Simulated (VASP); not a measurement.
# Ga2O (Fm-3m) in VASP: vibrations by perturbation theory with PBEsol

Aim: the vibrations by perturbation theory of Ga2O with PBEsol.

All numbers are computed with VASP 6.6.1; they aren't measurements. Logs are shortened: lines on timing, memory, paths and dates and some standing lists are left out, and cuts for length are marked.

### 1 The cell of the first run

Symmetry: Fm-3m, No. 225, cubic system. Conventional cell: a = 5.822 Å, b = 5.822 Å, c = 5.822 Å, α = 90.00°, β = 90.00°, γ = 90.00°. Ga (site symmetry -43m) has 4 O at 2.52 Å and 6 Ga at 2.91 Å within 3.3 Å. O (site symmetry m-3m) has 8 Ga at 2.52 Å within 3.3 Å.

### 2 Vibrations by perturbation theory, PBEsol

Input file INCAR:

```
SYSTEM = Ga2O
PREC     = Accurate       ! precision mode
ENCUT    = 520            ! plane-wave cutoff, eV
EDIFF    = 1E-8           ! SCF threshold, eV
ISMEAR   = -1             ! smearing method
SIGMA    = 0.15           ! smearing width, eV
LREAL    = .False.        ! projectors in reciprocal space
LASPH    = .True.         ! aspherical terms in the spheres
NELM     = 60             ! most SCF steps
ALGO     = Normal         ! electronic algorithm
ISIF     = 2              ! what is computed and relaxed
LWAVE    = .False.        ! write WAVECAR
LCHARG   = .True.         ! write CHGCAR
GGA      = PS             ! functional
NBANDS   = 23             ! bands
IBRION   = 8              ! ionic algorithm
NSW      = 1              ! ionic steps
```

Input file KPOINTS:

```
Automatic mesh
0
Gamma
  12 12 12
  0 0 0
```

Input file POSCAR:

```
Ga2O
1.0
    0.0000000000      2.9107696046      2.9107696046
    2.9107696046      0.0000000000      2.9107696046
    2.9107696046      2.9107696046      0.0000000000
Ga O
2 1
Direct
    0.2500000000      0.2500000000      0.2500000000
    0.7500000000      0.7500000000      0.7500000000
    0.0000000000      0.0000000000      0.0000000000
```

Potentials or basis: VASP PAW PBE potentials, release 64 (Ga_d, O).

On the command line:

```console
cat potpaw_PBE.64/Ga_d/POTCAR potpaw_PBE.64/O/POTCAR > POTCAR
mpirun -np 1 vasp_std > vasp.out
```

OUTCAR:

```text
SYSTEM = Ga2O
   PREC = Accurate
   ENCUT = 520
   EDIFF = 1E-8
   ISMEAR = -1
   LREAL = .False.
   LASPH = .True.
   NELM = 60
   ISIF = 2
   GGA = PS
   IBRION = 8
   NSW = 1

 ion  position               nearest neighbor table
   1  0.250  0.250  0.250-   2 2.91   2 2.91   2 2.91   2 2.91   2 2.91   2 2.91
   2  0.750  0.750  0.750-   1 2.91   1 2.91   1 2.91   1 2.91   1 2.91   1 2.91
   3  0.000  0.000  0.000-

  LATTYP: Found a face centered cubic cell.
 ALAT       =     5.8215392092

  Lattice vectors:

 A1 = (   0.0000000000,   2.9107696046,   2.9107696046)
 A2 = (   2.9107696046,   0.0000000000,   2.9107696046)
 A3 = (   2.9107696046,   2.9107696046,   0.0000000000)

Analysis of symmetry for initial positions (statically):
=====================================================================
 Subroutine PRICEL returns:
 Original cell was already a primitive cell.

 Routine SETGRP: Setting up the symmetry group for a
 face centered cubic supercell.

 Subroutine GETGRP returns: Found 48 space group operations
 (whereof 48 operations were pure point group operations)
 out of a pool of 48 trial point group operations.

The static configuration has the point symmetry O_h .

Analysis of symmetry for dynamics (positions and initial velocities):
=====================================================================
 Subroutine PRICEL returns:
 Original cell was already a primitive cell.

 Routine SETGRP: Setting up the symmetry group for a
 face centered cubic supercell.

 Subroutine GETGRP returns: Found 48 space group operations
 (whereof 48 operations were pure point group operations)
 out of a pool of 48 trial point group operations.

The dynamic configuration has the point symmetry O_h .

 Subroutine INISYM returns: Found 48 space group operations
 (whereof 48 operations are pure point group operations),
 and found     1 'primitive' translations

----------------------------------------------------------------------------------------

                                     Primitive cell

  volume of cell :      49.3235

  direct lattice vectors                    reciprocal lattice vectors
     0.000000000  2.910769605  2.910769605    -0.171775876  0.171775876  0.171775876
     2.910769605  0.000000000  2.910769605     0.171775876 -0.171775876  0.171775876
     2.910769605  2.910769605  0.000000000     0.171775876  0.171775876 -0.171775876

  length of vectors
     4.116449852  4.116449852  4.116449852     0.297524546  0.297524546  0.297524546

  position of ions in fractional coordinates (direct lattice)
     0.250000000  0.250000000  0.250000000
     0.750000000  0.750000000  0.750000000
     0.000000000  0.000000000  0.000000000

  ion indices of the primitive-cell ions
   primitive index   ion index
                 1           1
                 2           2
                 3           3

----------------------------------------------------------------------------------------

 KPOINTS: Automatic mesh

Automatic generation of k-mesh.
 Grid dimensions read from file:
 generate k-points for:   12   12   12

 Generating k-lattice:

  Cartesian coordinates                     Fractional coordinates (reciprocal lattice)
    -0.014314656  0.014314656  0.014314656     0.083333333  0.000000000  0.000000000
     0.014314656 -0.014314656  0.014314656     0.000000000  0.083333333  0.000000000
[... 79 lines left out ...]
  volume/ion in A,a.u.               =      16.44       110.95
  Fermi-wavevector in a.u.,A,eV,Ry     =   1.417230  2.678176 27.327856  2.008541
  Thomas-Fermi vector in A             =   2.538482
   LORBIT       =      0    0 simple, 1 ext, 2 COOP (PROOUT), +10 PAW based schemes
   GGA     = PS    functional components
   LHFCALC =     F    Hartree Fock is set to
   AEXX    =    0.0000 exact exchange contribution
   IVDW    =     0    specifies the selected vdW correction
   LEPSILON=     F    determine dielectric tensor
   LRPA    =     F    only Hartree local field effects (RPA)
 non-spin polarized calculation
  energy-cutoff  :      520.00
  volume of cell :       49.32
 maximum number of plane-waves:      1363
   NGX = 15   NGY = 15   NGZ = 15

--------------------------------------- Ionic step        1  -------------------------------------------

 number of electron      31.9999977 magnetization

 Free energy of the ion-electron system (eV)
  ---------------------------------------------------
  ext. energy  EPLUGINS =         0.00000000
  ---------------------------------------------------
  free energy    TOTEN  =       -12.21690832 eV

  energy without entropy =      -12.12513182  energy(sigma->0) =      -12.17102007

 E-fermi :   4.3896     XC(G=0): -10.7507

 val. band max:        4.3483159350   @ k =  -0.4167   0.0833   0.0000
 cond. band min:       4.3983969426   @ k =   0.5000   0.0833   0.0000
 fundamental gap:      0.0500810076
 Fermi energy:         4.3896464282

 k-point     1 :       0.0000    0.0000    0.0000
  band No.  band energies     occupation
      1     -13.6068      2.00000
      2     -10.4906      2.00000
      3     -10.4906      2.00000
      4     -10.3988      2.00000
      5     -10.3988      2.00000
      6     -10.3988      2.00000
[... 613 lines left out ...]
     22      13.0596      0.00000
     23      15.4485      0.00000

 [... further k-points ...]
[... 5 lines left out ...]
  --------------------------------------------------------------------------------------
  -------------------------------------------------------------------------------------
  Total        0.0208378      0.0208378      0.0208378     -0.0000000     -0.0000000      0.0000000
  in kB        0.6768769      0.6768769      0.6768769     -0.0000000     -0.0000000      0.0000000
  external PRESSURE =       0.6768769 kB  Pullay stress =       0.0000000 kB

 VOLUME and BASIS-vectors are now :
 -----------------------------------------------------------------------------
  energy-cutoff  :      520.00
  volume of cell :       49.32
      direct lattice vectors                 reciprocal lattice vectors
     0.000000000  2.910769605  2.910769605    -0.171775876  0.171775876  0.171775876
     2.910769605  0.000000000  2.910769605     0.171775876 -0.171775876  0.171775876
     2.910769605  2.910769605  0.000000000     0.171775876  0.171775876 -0.171775876

 POSITION                                       TOTAL-FORCE (eV/Angst)
 -----------------------------------------------------------------------------------
      1.45538      1.45538      1.45538        -0.000000     -0.000000     -0.000000
      4.36615      4.36615      4.36615         0.000000     -0.000000      0.000000
      0.00000      0.00000      0.00000         0.000000      0.000000      0.000000
 -----------------------------------------------------------------------------------
    total drift:                               -0.000000     -0.000000      0.000000

  FREE ENERGIE OF THE ION-ELECTRON SYSTEM (eV)
  ---------------------------------------------------
  free  energy   TOTEN  =       -12.2169083224 eV

  energy  without entropy=      -12.1251318186  energy(sigma->0) =      -12.17102007

[... ionic steps 2 to 9 ...]

--------------------------------------- Ionic step       10  -------------------------------------------

 Free energy of the ion-electron system (eV)
  ---------------------------------------------------
  ---------------------------------------------------
  free energy    TOTEN  =        -0.36483560 eV

  energy without entropy =       -0.36483557

------------------------ aborting loop because EDIFF is reached ----------------------------------------

 INTERNAL STRAIN TENSOR  FOR ION    3  DIRECTION 1   (eV/Angst):
 -----------------------------------------------------------------------------
     0.05740  0.00000  0.00000
     0.00000 -0.01398  0.00000
     0.00000  0.00000 -0.01398

 INTERNAL STRAIN TENSOR FOR ION    3 for displacements in x,y,z  (eV/Angst):
          X           Y           Z          XY          YZ          ZX
  --------------------------------------------------------------------------------
  x     0.00000     0.00000     0.00000     0.00000     0.00000     0.00000
  y     0.00000     0.00000     0.00000     0.00000     0.00000     0.00000
  z     0.00000     0.00000     0.00000     0.00000     0.00000     0.00000

 SECOND DERIVATIVES (NOT SYMMETRIZED)
 ------------------------------------
               1X          1Y          1Z          2X          2Y          2Z          3X          3Y          3Z
  1X    -1.402741    0.000000    0.000000    2.111628    0.000000    0.000000   -0.708888    0.000000    0.000000
  1Y     0.000000   -1.402741    0.000000    0.000000    2.111628    0.000000    0.000000   -0.708888    0.000000
  1Z     0.000000    0.000000   -1.402741    0.000000    0.000000    2.111628    0.000000    0.000000   -0.708888
  2X     2.111628    0.000000    0.000000   -1.402741    0.000000    0.000000   -0.708888    0.000000    0.000000
  2Y     0.000000    2.111628    0.000000    0.000000   -1.402741    0.000000    0.000000   -0.708888    0.000000
  2Z     0.000000    0.000000    2.111628    0.000000    0.000000   -1.402741    0.000000    0.000000   -0.708888
  3X    -0.706385    0.000000    0.000000   -0.706385    0.000000    0.000000    1.412771    0.000000    0.000000
  3Y     0.000000   -0.706385    0.000000    0.000000   -0.706385    0.000000    0.000000    1.412771    0.000000
  3Z     0.000000    0.000000   -0.706385    0.000000    0.000000   -0.706385    0.000000    0.000000    1.412771

 Eigenvectors and eigenvalues of the dynamical matrix
 ----------------------------------------------------

   1 f  =    3.509832 THz    22.052928 2PiTHz  117.075408 cm-1    14.515494 meV
             X         Y         Z           dx          dy          dz
      1.455385  1.455385  1.455385    -0.113805   -0.388878   -0.579501
      4.366154  4.366154  4.366154     0.113805    0.388878    0.579501
      0.000000  0.000000  0.000000     0.000000    0.000000    0.000000
[... 43 lines left out ...]
   9 f/i=    4.905604 THz    30.822822 2PiTHz  163.633352 cm-1    20.287941 meV
             X         Y         Z           dx          dy          dz
      1.455385  1.455385  1.455385     0.200473   -0.106954    0.000000
      4.366154  4.366154  4.366154     0.200473   -0.106954   -0.000000
      0.000000  0.000000  0.000000    -0.835497    0.445745    0.000000

--------------------------------------------------------------------------------------------------------

 ELASTIC MODULI CONTR FROM IONIC RELAXATION (kBar)
 Direction    XX          YY          ZZ          XY          YZ          ZX
 --------------------------------------------------------------------------------
 XX          -0.0000      0.0000      0.0000      0.0000     -0.0000      0.0000
 YY           0.0000     -0.0000     -0.0000      0.0000      0.0000     -0.0000
 ZZ           0.0000     -0.0000     -0.0000     -0.0000      0.0000      0.0000
 XY           0.0000      0.0000     -0.0000    -12.6493      0.0000     -0.0000
 YZ          -0.0000      0.0000      0.0000      0.0000    -12.6493      0.0000
 ZX           0.0000     -0.0000      0.0000     -0.0000      0.0000    -12.6493
 --------------------------------------------------------------------------------
```

Run time: 14 min. Hardware: 1 thread of Intel Xeon 8259CL, shared host; peak memory 0.7 GiB.

Results:

```
Highest phonon frequency at Γ, LO-TO splitting left out : 117 cm⁻¹
Most unstable mode                                      : 164i cm⁻¹
```

Phonon frequencies in cm⁻¹ (negative: imaginary):
| q point | frequencies |
| --- | --- |
| (0.000, 0.000, 0.000) | -164 -164 -164 0 0 0 117 117 117 |

Caveat: some modes are imaginary; the PAW data sets were made with another functional, which shifts forces and pressure a little.
